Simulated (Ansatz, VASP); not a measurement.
## Two plane-wave programs on CdSe

```
Cd Se
1.0
     0.00000    2.84818    2.84818
     2.84818    0.00000    2.84818
     2.84818    2.84818    0.00000
Cd Se
1 1
Direct
  0.00000 0.00000 0.00000
  0.50000 0.50000 0.50000
```

Alike in both runs: task single point; functional r2SCAN; k mesh 6 × 6 × 6; no spin polarisation.

|  | VASP | Ansatz |
| --- | --- | --- |
| version | VASP 6.6.1 | Ansatz 0.2.0 |
| potentials or method | VASP PAW PBE potentials, release 64 (Cd, Se), cutoff 550 eV | plane waves, PAW |
| occupations | gaussian, width 0.01 eV | fixed |
| valence electrons in the cell | 18 | 36 |

Ansatz gave:

| Item | Value |
| --- | --- |
| pressure (GPa) | -0.4 |

Question: Which values does VASP return?

Answer: Pressure (GPa): 0.0.

VASP's potentials were made for PBE, not for r2SCAN. VASP's potentials hold 18 valence electrons a cell and Ansatz's 36, so a difference there can come from the potentials and not from the codes. Ansatz's warnings: stress scf threshold loose.
